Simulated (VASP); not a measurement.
# WS2 (R3m) in VASP: density of states with PBEsol

Aim: the density of states of WS2 with PBEsol.

All numbers are computed with VASP 6.6.1; they aren't measurements. Logs are shortened: lines on timing, memory, paths and dates and some standing lists are left out, and cuts for length are marked.

## Step 1: The cell of the first run

The structure is trigonal, space group R3m (No. 160). Conventional cell: a = 3.148 Å, b = 3.148 Å, c = 19.111 Å, α = 90.00°, β = 90.00°, γ = 120.00°. Within 3.2 Å of W (site symmetry 3m) lie 6 S at 2.40 Å and 6 W at 3.15 Å. Within 3.2 Å of S (site symmetry 3m) lie 3 W at 2.40 Å and 7 S at 3.13 to 3.15 Å. Within 3.2 Å of S (site symmetry 3m) lie 3 W at 2.40 Å and 7 S at 3.13 to 3.15 Å.

## Step 2: Density of states, PBEsol

Contents of POSCAR:

```
WS2
1.0
    1.5738035142      0.9086358826      6.3704661743
   -1.5738035142      0.9086358826      6.3704661743
    0.0000000000     -1.8172717651      6.3704661743
W S
1 2
Direct
    0.0006715132      0.0006715132      0.0006715132
    0.2520369930      0.2520369930      0.2520369930
    0.4159914938      0.4159914938      0.4159914938
```

Contents of INCAR.step1:

```
SYSTEM = WS2
ALGO = Normal
EDIFF = 1E-7
ENCUT = 520
GGA = PS
ISIF = 2
ISMEAR = 0
LASPH = .TRUE.
LCHARG = .TRUE.
LMAXMIX = 4
LREAL = .FALSE.
LWAVE = .FALSE.
NBANDS = 20
NELM = 80
PREC = Accurate
SIGMA = 0.02
```

Contents of KPOINTS.step1:

```
k-points
0
G
  12 12 12
  0 0 0
```

Contents of INCAR.step2:

```
SYSTEM = WS2
ALGO = Normal
EDIFF = 1E-7
ENCUT = 520
GGA = PS
ICHARG = 11
ISIF = 2
ISMEAR = -5
LASPH = .TRUE.
LCHARG = .FALSE.
LMAXMIX = 4
LORBIT = 11
LREAL = .FALSE.
LWAVE = .FALSE.
NEDOS = 2001
NELM = 80
PREC = Accurate
SIGMA = 0.02
```

Contents of KPOINTS.step2:

```
k-points
0
G
  18 18 18
  0 0 0
```

Potentials or basis: VASP PAW PBE potentials, release 64 (W_sv, S).

Command:

```sh
cat potpaw_PBE.64/W_sv/POTCAR potpaw_PBE.64/S/POTCAR > POTCAR
cp INCAR.step1 INCAR
cp KPOINTS.step1 KPOINTS
mpirun -np 1 vasp_std > vasp.out
cp INCAR.step2 INCAR
cp KPOINTS.step2 KPOINTS
mpirun -np 1 vasp_std > vasp.out
```

OUTCAR:

```text
SYSTEM = WS2
   EDIFF = 1E-7
   ENCUT = 520
   GGA = PS
   ICHARG = 11
   ISIF = 2
   ISMEAR = -5
   LASPH = .TRUE.
   LORBIT = 11
   LREAL = .FALSE.
   NELM = 80
   PREC = Accurate

 ion  position               nearest neighbor table
   1  0.001  0.001  0.001-   2 2.40   2 2.40   2 2.40   3 2.40   3 2.40   3 2.40
   2  0.252  0.252  0.252-   1 2.40   1 2.40   1 2.40
   3  0.416  0.416  0.416-   1 2.40   1 2.40   1 2.40

  LATTYP: Found a trigonal (rhomboedric) cell.
 ALAT       =     6.6245993046
 COS(alpha) =     0.8871213549

  Lattice vectors:

 A1 = (   1.5738035142,   0.9086358826,   6.3704661743)
 A2 = (  -1.5738035142,   0.9086358826,   6.3704661743)
 A3 = (   0.0000000000,  -1.8172717651,   6.3704661743)

Analysis of symmetry for initial positions (statically):
=====================================================================
 Subroutine PRICEL returns:
 Original cell was already a primitive cell.

 Routine SETGRP: Setting up the symmetry group for a
 trigonal (rhombohedral) supercell.

 Subroutine GETGRP returns: Found  6 space group operations
 (whereof  6 operations were pure point group operations)
 out of a pool of 12 trial point group operations.

The static configuration has the point symmetry C_3v.

Analysis of symmetry for dynamics (positions and initial velocities):
=====================================================================
 Subroutine PRICEL returns:
 Original cell was already a primitive cell.

 Routine SETGRP: Setting up the symmetry group for a
 trigonal (rhombohedral) supercell.

 Subroutine GETGRP returns: Found  6 space group operations
 (whereof  6 operations were pure point group operations)
 out of a pool of 12 trial point group operations.

The dynamic configuration has the point symmetry C_3v.

 Subroutine INISYM returns: Found  6 space group operations
 (whereof  6 operations are pure point group operations),
 and found     1 'primitive' translations

----------------------------------------------------------------------------------------

                                     Primitive cell

  volume of cell :      54.6591

  direct lattice vectors                    reciprocal lattice vectors
     1.573803514  0.908635883  6.370466174     0.317701667  0.183425143  0.052324794
    -1.573803514  0.908635883  6.370466174    -0.317701667  0.183425143  0.052324794
     0.000000000 -1.817271765  6.370466174     0.000000000 -0.366850286  0.052324794

  length of vectors
     6.624599305  6.624599305  6.624599305     0.370563107  0.370563107  0.370563107

  position of ions in fractional coordinates (direct lattice)
     0.000671513  0.000671513  0.000671513
     0.252036993  0.252036993  0.252036993
     0.415991494  0.415991494  0.415991494

  ion indices of the primitive-cell ions
   primitive index   ion index
                 1           1
                 2           2
                 3           3

----------------------------------------------------------------------------------------

 KPOINTS: k-points

Automatic generation of k-mesh.
 Grid dimensions read from file:
 generate k-points for:   18   18   18

 Generating k-lattice:

  Cartesian coordinates                     Fractional coordinates (reciprocal lattice)
     0.017650093  0.010190286  0.002906933     0.055555556  0.000000000 -0.000000000
    -0.017650093  0.010190286  0.002906933     0.000000000  0.055555556 -0.000000000
     0.000000000 -0.020380571  0.002906933    -0.000000000 -0.000000000  0.055555556

  Length of vectors
     0.020586839  0.020586839  0.020586839

  Shift w.r.t. Gamma in fractional coordinates (k-lattice)
     0.000000000  0.000000000  0.000000000

 TETIRR: Found   2916 inequivalent tetrahedra from    34992

 Subroutine IBZKPT returns following result:
 ===========================================

 Found    580 irreducible k-points:

 Following reciprocal coordinates:
            Coordinates               Weight
  0.000000  0.000000  0.000000      1.000000
  0.055556 -0.000000  0.000000      6.000000
  0.111111 -0.000000  0.000000      6.000000
  0.166667 -0.000000  0.000000      6.000000
  0.222222  0.000000  0.000000      6.000000
  0.277778  0.000000  0.000000      6.000000
[... 16 lines left out ...]
 -0.277778  0.055556 -0.000000     12.000000
 -0.222222  0.055556  0.000000     12.000000
 [... further k-points ...]
   k-points           NKPTS =    580   k-points in BZ     NKDIM =    580   number of bands    NBANDS=     17
   number of dos      NEDOS =   2001   number of ions     NIONS =      3
   total plane-waves  NPLWV = 125000
   dimension x,y,z NGX =    50 NGY =   50 NGZ =   50
   dimension x,y,z NGXF=   100 NGYF=  100 NGZF=  100
   ions per type =               1   2
   NGX,Y,Z   is equivalent  to a cutoff of  12.55, 12.55, 12.55 a.u.
   NGXF,Y,Z  is equivalent  to a cutoff of  25.10, 25.10, 25.10 a.u.
 SYSTEM =  WS2
   PREC   = accura    normal or accurate (medium, high low for compatibility)
   ISTART =      0    job   : 0-new  1-cont  2-samecut
   ICHARG =     11    charge: 1-file 2-atom 10-const
   ISPIN  =      1    spin polarized calculation?
   LNONCOLLINEAR =      F non collinear calculations
   LSORBIT =      F    spin-orbit coupling
   LASPH  =      T    aspherical Exc in radial PAW
   ENCUT  =  520.0 eV  38.22 Ry    6.18 a.u.  12.32 12.32 12.32*2*pi/ulx,y,z
   NELM   =     80;   NELMIN=  2; NELMDL=  0     # of ELM steps
   EDIFF  = 0.1E-06   stopping-criterion for ELM
   LREAL  =      F    real-space projection
   EDIFFG = 0.1E-05   stopping-criterion for IOM
   NSW    =      0    number of steps for IOM
   IBRION =     -1    ionic relax: 0-MD 1-quasi-New 2-CG
   NFREE  =      0    steps in history (QN), initial steepest desc. (CG)
   ISIF   =      2    stress and relaxation
   ISYM   =      2    0-nonsym 1-usesym 2-fastsym
   POTIM  = 0.5000    time-step for ionic-motion
   TEBEG  =    0.0;   TEEND  =   0.0 temperature during run
   PSTRESS=    0.0 pullay stress
   NELECT =      26.0000    total number of electrons
   NUPDOWN=      -1.0000    fix difference up-down
   EMIN   =  10.00;   EMAX   =-10.00  energy-range for DOS
   EFERMI =   0.00;   METHOD = LEGACY
   ISMEAR =    -5;   SIGMA  =   0.02  broadening in eV -4-tet -1-fermi 0-gaus
   EFERMI_NEDOS =   21; number of points for ismear=-14 and -15
   IALGO  =     38    algorithm
   IMIX   =      4    mixing-type and parameters
     AMIX     =   0.40;   BMIX     =  1.00
     AMIX_MAG =   1.60;   BMIX_MAG =  1.00
  volume/ion in A,a.u.               =      18.22       122.95
  Fermi-wavevector in a.u.,A,eV,Ry     =   1.277944  2.414963 22.220214  1.633140
  Thomas-Fermi vector in A             =   2.410514
   LORBIT       =     11    0 simple, 1 ext, 2 COOP (PROOUT), +10 PAW based schemes
   GGA     = PS    functional components
   LHFCALC =     F    Hartree Fock is set to
   AEXX    =    0.0000 exact exchange contribution
   IVDW    =     0    specifies the selected vdW correction
   LEPSILON=     F    determine dielectric tensor
   LRPA    =     F    only Hartree local field effects (RPA)
 non-spin polarized calculation
 Fermi weights with tetrahedron method with Bloechl corrections
  energy-cutoff  :      520.00
  volume of cell :       54.66
 maximum number of plane-waves:      1488
 NGX is ok and might be reduce to    50

 number of electron      26.0000000 magnetization

 Free energy of the ion-electron system (eV)
  ---------------------------------------------------
  ext. energy  EPLUGINS =         0.00000000
  ---------------------------------------------------
  free energy    TOTEN  =       -25.27357431 eV

  energy without entropy =      -25.27357431  energy(sigma->0) =      -25.27357431

 E-fermi :   6.9314     XC(G=0): -10.9080

 val. band max:        6.9149173029   @ k =   0.5000   0.5000   0.5000
 cond. band min:       8.0780672316   @ k =  -0.1667   0.1667   0.0000
 fundamental gap:      1.1631499287
 Fermi energy:         6.9313705896

 k-point     1 :       0.0000    0.0000    0.0000
  band No.  band energies     occupation
      1     -67.5090      2.00000
      2     -31.7871      2.00000
      3     -31.5933      2.00000
      4     -31.5933      2.00000
      5      -8.5747      2.00000
      6      -6.6629      2.00000
[... 9 lines left out ...]
     16       9.6001      0.00000
     17       9.6001      0.00000

 k-point     2 :       0.0556   -0.0000    0.0000
  band No.  band energies     occupation
      1     -67.5084      2.00000
      2     -31.7850      2.00000
      3     -31.6051      2.00000
      4     -31.5960      2.00000
      5      -8.5202      2.00000
      6      -6.6459      2.00000
[... 9 lines left out ...]
     16       9.4410      0.00000
     17       9.5547      0.00000

 k-point     3 :       0.1111   -0.0000    0.0000
  band No.  band energies     occupation
      1     -67.5066      2.00000
      2     -31.7789      2.00000
      3     -31.6387      2.00000
      4     -31.6038      2.00000
      5      -8.3601      2.00000
      6      -6.5958      2.00000
[... 9 lines left out ...]
     16       9.4200      0.00000
     17       9.7149      0.00000

 k-point     4 :       0.1667   -0.0000    0.0000
  band No.  band energies     occupation
      1     -67.5040      2.00000
      2     -31.7696      2.00000
      3     -31.6898      2.00000
      4     -31.6157      2.00000
      5      -8.1049      2.00000
      6      -6.5161      2.00000
[... 9 lines left out ...]
     16       9.4497      0.00000
     17      10.0571      0.00000
[... 343 lines left out ...]
      1     -67.4925      2.00000
      2     -31.9032      2.00000
      3     -31.7285      2.00000
      4     -31.6728      2.00000
      5      -6.7769      2.00000
      6      -6.1051      2.00000
[... 9 lines left out ...]
     16      10.4030      0.00000
     17      11.0120      0.00000

 k-point    23 :      -0.2778    0.0556   -0.0000
  band No.  band energies     occupation
      1     -67.4954      2.00000
      2     -31.8492      2.00000
      3     -31.7390      2.00000
      4     -31.6587      2.00000
      5      -7.1623      2.00000
      6      -6.2172      2.00000
[... 9 lines left out ...]
     16      10.1305      0.00000
     17      10.9253      0.00000

 k-point    24 :      -0.2222    0.0556    0.0000
  band No.  band energies     occupation
      1     -67.4988      2.00000
      2     -31.7873      2.00000
      3     -31.7509      2.00000
      4     -31.6426      2.00000
      5      -7.5558      2.00000
      6      -6.3366      2.00000
[... 9 lines left out ...]
     16       9.8067      0.00000
     17      10.7041      0.00000

 [... further k-points ...]

------------------------ aborting loop because EDIFF is reached ----------------------------------------

  FORCE on cell =-STRESS in cart. coord.  units (eV):
  Direction    XX          YY          ZZ          XY          YZ          ZX
  --------------------------------------------------------------------------------------
  -------------------------------------------------------------------------------------
  Total        0.0294395      0.0294395      0.0541638      0.0000000      0.0000000      0.0000000
  in kB        0.8629344      0.8629344      1.5876562      0.0000000      0.0000000      0.0000000
  external PRESSURE =       1.1045083 kB  Pullay stress =       0.0000000 kB

 VOLUME and BASIS-vectors are now :
 -----------------------------------------------------------------------------
  energy-cutoff  :      520.00
  volume of cell :       54.66
      direct lattice vectors                 reciprocal lattice vectors
     1.573803514  0.908635883  6.370466174     0.317701667  0.183425143  0.052324794
    -1.573803514  0.908635883  6.370466174    -0.317701667  0.183425143  0.052324794
     0.000000000 -1.817271765  6.370466174     0.000000000 -0.366850286  0.052324794

 POSITION                                       TOTAL-FORCE (eV/Angst)
 -----------------------------------------------------------------------------------
      0.00000      0.00000      0.01283         0.000000     -0.000000     -0.000185
      0.00000      0.00000      4.81678         0.000000     -0.000000     -0.020511
      0.00000      0.00000      7.95018         0.000000      0.000000      0.020695
 -----------------------------------------------------------------------------------
    total drift:                                0.000000     -0.000000     -0.000960

  FREE ENERGIE OF THE ION-ELECTRON SYSTEM (eV)
  ---------------------------------------------------
  free  energy   TOTEN  =       -25.2735743143 eV

  energy  without entropy=      -25.2735743143  energy(sigma->0) =      -25.27357431

 total charge

# of ion       s       p       d       tot
------------------------------------------
    1        2.326   6.340   3.417  12.083
    2        1.353   2.349   0.000   3.702
    3        1.353   2.349   0.000   3.702
--------------------------------------------------
tot          5.032  11.037   3.417  19.486
```

Run time: 13 min. Hardware: 1 thread of Intel Xeon 6975P-C (Granite Rapids), shared host; peak memory 0.74 GiB.

Results:

```
Valence electrons inside the program's atomic spheres : W 12.08; S 3.70
```

Caveat: the PAW data sets were made with another functional, which shifts forces and pressure a little; spin-orbit coupling is left out, which moves the levels of the heavy elements.
